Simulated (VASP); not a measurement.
# ZnS (wurtzite type) (P6_3mc) in VASP: further runs, part 2 of 2

VASP 6.6.1.

## 3. Single point, PBE

Contents of INCAR:

```
  ALGO = Normal
  EDIFF = 1E-6
  ENCUT = 520
  GGA = PE
  ISIF = 2
  ISMEAR = -1
  LASPH = T
  LCHARG = F
  LREAL = F
  LWAVE = F
  NBANDS = 26
  NELM = 80
  PREC = Accurate
  SIGMA = 0.1
```

Contents of KPOINTS:

```
k-points
0
Gamma
  10 10 6
```

Contents of POSCAR:

```
ZnS
1.0
    3.6146790260      0.0000000000      0.0000000000
   -1.8073395130      3.1304038630      0.0000000000
    0.0000000000      0.0000000000      5.9805001605
Zn S
2 2
Direct
    0.3333333333      0.6666666667      0.0022478721
    0.6666666667      0.3333333333      0.5022478721
    0.3333333333      0.6666666667      0.3737521279
    0.6666666667      0.3333333333      0.8737521279
```

Potentials or basis: VASP PAW PBE potentials, release 64 (Zn, S).

The run is started by

```
> cat potpaw_PBE.64/Zn/POTCAR potpaw_PBE.64/S/POTCAR > POTCAR
> mpirun -np 1 vasp_std > vasp.out
```

OUTCAR:

```text
EDIFF = 1E-6
   ENCUT = 520
   GGA = PE
   ISIF = 2
   ISMEAR = -1
   LASPH = T
   LREAL = F
   NELM = 80
   PREC = Accurate

 ion  position               nearest neighbor table
   1  0.333  0.667  0.002-   3 2.22   4 2.22   4 2.22   4 2.22
   2  0.667  0.333  0.502-   4 2.22   3 2.22   3 2.22   3 2.22
   3  0.333  0.667  0.374-   1 2.22   2 2.22   2 2.22   2 2.22
   4  0.667  0.333  0.874-   2 2.22   1 2.22   1 2.22   1 2.22

  LATTYP: Found a hexagonal cell.
 ALAT       =     3.6146790260
 C/A-ratio  =     1.6545037934

  Lattice vectors:

 A1 = (   3.6146790260,   0.0000000000,   0.0000000000)
 A2 = (  -1.8073395130,   3.1304038630,   0.0000000000)
 A3 = (   0.0000000000,   0.0000000000,   5.9805001605)

Analysis of symmetry for initial positions (statically):
=====================================================================
 Subroutine PRICEL returns:
 Original cell was already a primitive cell.

 Routine SETGRP: Setting up the symmetry group for a
 hexagonal supercell.

 Subroutine GETGRP returns: Found 12 space group operations
 (whereof  6 operations were pure point group operations)
 out of a pool of 24 trial point group operations.

The static configuration has the point symmetry C_3v.
 The point group associated with its full space group is C_6v.

Analysis of symmetry for dynamics (positions and initial velocities):
=====================================================================
 Subroutine PRICEL returns:
 Original cell was already a primitive cell.

 Routine SETGRP: Setting up the symmetry group for a
 hexagonal supercell.

 Subroutine GETGRP returns: Found 12 space group operations
 (whereof  6 operations were pure point group operations)
 out of a pool of 24 trial point group operations.

The dynamic configuration has the point symmetry C_3v.
 The point group associated with its full space group is C_6v.

[... 112 lines left out ...]
   PSTRESS=    0.0 pullay stress
   NELECT =      36.0000    total number of electrons
   NUPDOWN=      -1.0000    fix difference up-down
   EMIN   =  10.00;   EMAX   =-10.00  energy-range for DOS
   EFERMI =   0.00;   METHOD = LEGACY
   ISMEAR =    -1;   SIGMA  =   0.10  broadening in eV -4-tet -1-fermi 0-gaus
   EFERMI_NEDOS =   21; number of points for ismear=-14 and -15
   IALGO  =     38    algorithm
   IMIX   =      4    mixing-type and parameters
     AMIX     =   0.40;   BMIX     =  1.00
     AMIX_MAG =   1.60;   BMIX_MAG =  1.00
  volume/ion in A,a.u.               =      16.92       114.17
  Fermi-wavevector in a.u.,A,eV,Ry     =   1.326498  2.506717 23.940754  1.759596
  Thomas-Fermi vector in A             =   2.455880
   LORBIT       =      0    0 simple, 1 ext, 2 COOP (PROOUT), +10 PAW based schemes
   GGA     = PE    functional components
   LHFCALC =     F    Hartree Fock is set to
   AEXX    =    0.0000 exact exchange contribution
   IVDW    =     0    specifies the selected vdW correction
   LEPSILON=     F    determine dielectric tensor
   LRPA    =     F    only Hartree local field effects (RPA)
 non-spin polarized calculation
  energy-cutoff  :      520.00
  volume of cell :       67.67
 maximum number of plane-waves:      1848
 NGX is ok and might be reduce to    28
   NGX = 13   NGY = 13   NGZ = 23

 number of electron      36.0000004 magnetization

 Free energy of the ion-electron system (eV)
  ---------------------------------------------------
  ext. energy  EPLUGINS =         0.00000000
  ---------------------------------------------------
  free energy    TOTEN  =       -13.04871495 eV

  energy without entropy =      -13.04871493  energy(sigma->0) =      -13.04871494

 E-fermi :   5.2451     XC(G=0): -10.3688

 val. band max:        3.7181672413   @ k =   0.0000   0.0000   0.0000
 cond. band min:       6.5896286993   @ k =   0.0000   0.0000   0.0000
 fundamental gap:      2.8714614580
 Fermi energy:         5.2451405333

 k-point     1 :       0.0000    0.0000    0.0000
  band No.  band energies     occupation
      1     -10.6696      2.00000
      2      -9.4445      2.00000
      3      -3.4135      2.00000
      4      -3.3693      2.00000
      5      -3.3693      2.00000
      6      -3.2579      2.00000
[... 685 lines left out ...]
     25      13.6115      0.00000
     26      14.9935      0.00000

 [... further k-points ...]
[... 5 lines left out ...]
  --------------------------------------------------------------------------------------
  -------------------------------------------------------------------------------------
  Total        7.7175805      7.7175805      7.7284210      0.0000000      0.0000000      0.0000000
  in kB      182.7191793    182.7191793    182.9758342      0.0000000      0.0000000      0.0000000
  external PRESSURE =     182.8047309 kB  Pullay stress =       0.0000000 kB

 VOLUME and BASIS-vectors are now :
 -----------------------------------------------------------------------------
  energy-cutoff  :      520.00
  volume of cell :       67.67
      direct lattice vectors                 reciprocal lattice vectors
     3.614679026  0.000000000  0.000000000     0.276649736  0.159723800  0.000000000
    -1.807339513  3.130403863  0.000000000     0.000000000  0.319447600  0.000000000
     0.000000000  0.000000000  5.980500161     0.000000000  0.000000000  0.167210095

 POSITION                                       TOTAL-FORCE (eV/Angst)
 -----------------------------------------------------------------------------------
     -0.00000      2.08694      0.01344         0.000000      0.000000      0.000616
      1.80734      1.04347      3.00369        -0.000000      0.000000      0.000616
     -0.00000      2.08694      2.23522        -0.000000      0.000000     -0.000616
      1.80734      1.04347      5.22547         0.000000      0.000000     -0.000616
 -----------------------------------------------------------------------------------
    total drift:                               -0.000001     -0.000001     -0.003678

  FREE ENERGIE OF THE ION-ELECTRON SYSTEM (eV)
  ---------------------------------------------------
  free  energy   TOTEN  =       -13.0487149540 eV

  energy  without entropy=      -13.0487149306  energy(sigma->0) =      -13.04871494
```

OSZICAR:

```text
N       E                     dE             d eps       ncg     rms          rms(c)
DAV:   1     0.248401029836E+03    0.24840E+03   -0.17286E+04  2912   0.176E+03
DAV:   2     0.103185339994E+02   -0.23808E+03   -0.22748E+03  3010   0.359E+02
DAV:   3    -0.133773397021E+02   -0.23696E+02   -0.23460E+02  3440   0.114E+02
DAV:   4    -0.139554615890E+02   -0.57812E+00   -0.57683E+00  3446   0.175E+01
DAV:   5    -0.139639368576E+02   -0.84753E-02   -0.84730E-02  3500   0.215E+00    0.131E+01
DAV:   6    -0.130681455750E+02    0.89579E+00   -0.17473E+00  4142   0.414E+01    0.977E+00
DAV:   7    -0.130641589885E+02    0.39866E-02   -0.17094E+00  3080   0.806E+00    0.391E+00
DAV:   8    -0.130513375139E+02    0.12821E-01   -0.40218E-02  3200   0.126E+00    0.127E+00
DAV:   9    -0.130484187047E+02    0.29188E-02   -0.18021E-02  3340   0.934E-01    0.271E-01
DAV:  10    -0.130485443604E+02   -0.12566E-03   -0.72591E-04  3486   0.273E-01    0.145E-01
DAV:  11    -0.130487161254E+02   -0.17176E-03   -0.20124E-04  3094   0.198E-01    0.811E-02
DAV:  12    -0.130487119512E+02    0.41742E-05   -0.57159E-05  3648   0.169E-01    0.118E-02
DAV:  13    -0.130487144368E+02   -0.24857E-05   -0.93981E-06  3100   0.232E-02    0.362E-03
DAV:  14    -0.130487149540E+02   -0.51717E-06   -0.85484E-07  2436   0.610E-03
   1 F= -.13048715E+02 E0= -.13048715E+02  d E =-.233739E-07
```

Wall time 35 s (1 thread of Intel Xeon 6975P-C (Granite Rapids), shared host); peak memory 0.23 GiB.

Results:

- Free energy: -13.0487 eV
- Pressure: 18.3 GPa
- Band gap on the k mesh: 2.87 eV, direct

A k mesh can miss the band edges. PBE gaps usually lie below the measured ones, often by a third to a half.
